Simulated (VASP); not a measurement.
Input of a VASP 6.6.1 run:

Contents of POSCAR:

```
K
1.0
   -2.6456359183      2.6456359183      2.6456359183
    2.6456359183     -2.6456359183      2.6456359183
    2.6456359183      2.6456359183     -2.6456359183
K
1
Direct
    0.0000000000      0.0000000000      0.0000000000
```

Contents of INCAR.step1:

```
PREC = Accurate ; ENCUT = 520
EDIFF = 1E-7 ; ISMEAR = 0
SIGMA = 0.05 ; LREAL = False
LASPH = True ; NELM = 150
ALGO = Fast ; ISIF = 2
LWAVE = False ; LCHARG = True
MAGMOM = 0 0 0 ; LSORBIT = True
GGA_COMPAT = False ; LORBMOM = True
GGA = PE ; NBANDS = 20
```

The input KPOINTS.step1:

```
regular mesh
0
Gamma
  12 12 12
```

The input INCAR.step2:

```
PREC = Accurate ; ENCUT = 520
EDIFF = 1E-7 ; ISMEAR = -5
SIGMA = 0.05 ; LREAL = False
LASPH = True ; NELM = 150
ALGO = Fast ; ISIF = 2
LWAVE = False ; LCHARG = False
MAGMOM = 0 0 0 ; LORBIT = 10
LSORBIT = True ; GGA_COMPAT = False
LORBMOM = True ; GGA = PE
NBANDS = 20 ; NEDOS = 2001
ICHARG = 11
```

KPOINTS.step2

```
regular mesh
0
Gamma
  18 18 18
```

Potentials or basis: VASP PAW PBE potentials, release 64 (K_sv).

Run with:

```bash
$ cat potpaw_PBE.64/K_sv/POTCAR > POTCAR
$ cp INCAR.step1 INCAR
$ cp KPOINTS.step1 KPOINTS
$ mpirun -np 1 vasp_ncl > vasp.out
$ cp INCAR.step2 INCAR
$ cp KPOINTS.step2 KPOINTS
$ mpirun -np 1 vasp_ncl > vasp.out
```

Estimate the net moment.

0.00 μB per cell.

Moments on the atoms (μB; x, y, z):
```
K   0.00 0.00 0.00
```
